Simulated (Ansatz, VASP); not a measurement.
# Zr4B: VASP beside Ansatz

```
Zr B
1.0
     3.66409    0.00000    0.00000
    -1.83204    3.17319    0.00000
     0.00000    0.00000    6.57125
Zr B
4 1
Direct
  0.00000 0.00000 0.82442
  0.00000 0.00000 0.17558
  0.33333 0.66667 0.00000
  0.66667 0.33333 0.00000
  0.00000 0.00000 0.50000
```

Alike in both runs: task relaxation of cell and atoms; functional PBE; k mesh 6 × 6 × 4; occupations gaussian, width 0.1 eV; no spin polarisation.

|  | VASP | Ansatz |
| --- | --- | --- |
| version | VASP 6.6.1 | Ansatz 0.2.0 |
| potentials or method | VASP PAW PBE potentials, release 64 (Zr_sv, B), cutoff 600 eV | scalar-relativistic, plane waves, PAW |
| valence electrons in the cell | 51 | 51 |

```csv
,VASP,Ansatz,Ansatz less VASP
"gap on the k mesh at the Fermi level, each at its own relaxed structure (eV)",none,none,-
relaxed volume (Å³/atom),31.70,31.98,+0.274
relaxed cell length with the largest relative difference (Å),4.858,4.883,+0.0243
```

A gap of «none» marks a metal or a gap that the smearing closes.

Noted on VASP's run: the volume moved by over 15 % at a fixed basis, so the end points are rough.
